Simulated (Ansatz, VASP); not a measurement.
# Cd15SnS16: VASP beside Ansatz

INCAR

```
PREC = Accurate ; ENCUT = 520
EDIFF = 1E-8 ; ISMEAR = -1
SIGMA = 0.01 ; LREAL = Auto
LASPH = T ; NELM = 100
ALGO = Normal ; ISIF = 2
LWAVE = F ; LCHARG = F
GGA = PE ; LEFG = T
NBANDS = 167
```

File KPOINTS:

```
Automatic mesh
0
Gamma
  3 3 2
```

File POSCAR:

```
Cd15SnS16
1.0
    8.3000000000      0.0000000000      0.0000000000
   -4.1500000000      7.1880108514      0.0000000000
    0.0000000000      0.0000000000     13.4740000000
Sn Cd S
1 15 16
Direct
    0.1666666666      0.3333333334      0.0000000000
    0.1666666666      0.3333333334      0.5000000000
    0.1666666666      0.8333333334      0.0000000000
    0.1666666666      0.8333333334      0.5000000000
    0.6666666666      0.3333333334      0.0000000000
    0.6666666666      0.3333333334      0.5000000000
    0.6666666666      0.8333333334      0.0000000000
    0.6666666666      0.8333333334      0.5000000000
    0.3333333334      0.1666666666      0.2500000000
    0.3333333334      0.1666666666      0.7500000000
    0.3333333334      0.6666666666      0.2500000000
    0.3333333334      0.6666666666      0.7500000000
    0.8333333334      0.1666666666      0.2500000000
    0.8333333334      0.1666666666      0.7500000000
    0.8333333334      0.6666666666      0.2500000000
    0.8333333334      0.6666666666      0.7500000000
    0.1666666666      0.3333333334      0.1875000000
    0.1666666666      0.3333333334      0.6875000000
    0.1666666666      0.8333333334      0.1875000000
    0.1666666666      0.8333333334      0.6875000000
    0.6666666666      0.3333333334      0.1875000000
    0.6666666666      0.3333333334      0.6875000000
    0.6666666666      0.8333333334      0.1875000000
    0.6666666666      0.8333333334      0.6875000000
    0.3333333334      0.1666666666      0.4375000000
    0.3333333334      0.1666666666      0.9375000000
    0.3333333334      0.6666666666      0.4375000000
    0.3333333334      0.6666666666      0.9375000000
    0.8333333334      0.1666666666      0.4375000000
    0.8333333334      0.1666666666      0.9375000000
    0.8333333334      0.6666666666      0.4375000000
    0.8333333334      0.6666666666      0.9375000000
```

Input for Ansatz:

```yaml
crystal:
  lattice:
    - [8.3, 0.0, 0.0]
    - [-4.15, 7.1880108514, 0.0]
    - [0.0, 0.0, 13.474]
  atoms:
    - { symbol: Sn, position: [0.1666666666, 0.3333333334, 0.0] }
    - { symbol: Cd, position: [0.1666666666, 0.3333333334, 0.5] }
    - { symbol: Cd, position: [0.1666666666, 0.8333333334, 0.0] }
    - { symbol: Cd, position: [0.1666666666, 0.8333333334, 0.5] }
    - { symbol: Cd, position: [0.6666666666, 0.3333333334, 0.0] }
    - { symbol: Cd, position: [0.6666666666, 0.3333333334, 0.5] }
    - { symbol: Cd, position: [0.6666666666, 0.8333333334, 0.0] }
    - { symbol: Cd, position: [0.6666666666, 0.8333333334, 0.5] }
    - { symbol: Cd, position: [0.3333333334, 0.1666666666, 0.25] }
    - { symbol: Cd, position: [0.3333333334, 0.1666666666, 0.75] }
    - { symbol: Cd, position: [0.3333333334, 0.6666666666, 0.25] }
    - { symbol: Cd, position: [0.3333333334, 0.6666666666, 0.75] }
    - { symbol: Cd, position: [0.8333333334, 0.1666666666, 0.25] }
    - { symbol: Cd, position: [0.8333333334, 0.1666666666, 0.75] }
    - { symbol: Cd, position: [0.8333333334, 0.6666666666, 0.25] }
    - { symbol: Cd, position: [0.8333333334, 0.6666666666, 0.75] }
    - { symbol: S, position: [0.1666666666, 0.3333333334, 0.1875] }
    - { symbol: S, position: [0.1666666666, 0.3333333334, 0.6875] }
    - { symbol: S, position: [0.1666666666, 0.8333333334, 0.1875] }
    - { symbol: S, position: [0.1666666666, 0.8333333334, 0.6875] }
    - { symbol: S, position: [0.6666666666, 0.3333333334, 0.1875] }
    - { symbol: S, position: [0.6666666666, 0.3333333334, 0.6875] }
    - { symbol: S, position: [0.6666666666, 0.8333333334, 0.1875] }
    - { symbol: S, position: [0.6666666666, 0.8333333334, 0.6875] }
    - { symbol: S, position: [0.3333333334, 0.1666666666, 0.4375] }
    - { symbol: S, position: [0.3333333334, 0.1666666666, 0.9375] }
    - { symbol: S, position: [0.3333333334, 0.6666666666, 0.4375] }
    - { symbol: S, position: [0.3333333334, 0.6666666666, 0.9375] }
    - { symbol: S, position: [0.8333333334, 0.1666666666, 0.4375] }
    - { symbol: S, position: [0.8333333334, 0.1666666666, 0.9375] }
    - { symbol: S, position: [0.8333333334, 0.6666666666, 0.4375] }
    - { symbol: S, position: [0.8333333334, 0.6666666666, 0.9375] }
kpoints:
  mp_grid: { grid: [3, 3, 2] }
scf:
  occupations: { method: fermi_dirac, width: 0.01 }
hamiltonian:
  xc: pbe
  pseudopotentials: { kind: paw }
output:
  forces: true
  stress: true
  populations: true
  efg:
    quadrupole_moments_barn: { Sn: -0.132, S: -0.0694 }
    contact_densities: true
```

Alike in both runs: task electric field gradients; functional PBE; k mesh 3 × 3 × 2; occupations fermi-dirac, width 0.01 eV; no spin polarisation.

```csv
,VASP,Ansatz
version,VASP 6.6.1,Ansatz 0.2.0
potentials or method,"VASP PAW PBE potentials, release 64 (Sn_d, Cd, S)","plane-wave PAW, scalar-relativistic"
plane-wave cutoff (eV),520,420
valence electrons in the cell,290,410
```

VASP gave:

```
pressure (GPa)                                                : 3.7
traceless stress, the component that is largest in VASP (GPa) : 0.42
rms of the force components (eV/Å)                            : 0.245
size of Vzz on the site where it differs most (V/Å²)          : 9.0
```

Task: Estimate Ansatz's values.

Result: Pressure (GPa): 3.4; traceless stress, the component that is largest in VASP (GPa): 0.40; rms of the force components (eV/Å): 0.251; size of Vzz on the site where it differs most (V/Å²): 10.8.

Atom by atom the forces differ by 0.006 eV/Å (rms over components). VASP's potentials hold 290 valence electrons a cell and Ansatz's 410, so a difference there can come from the potentials and not from the codes.
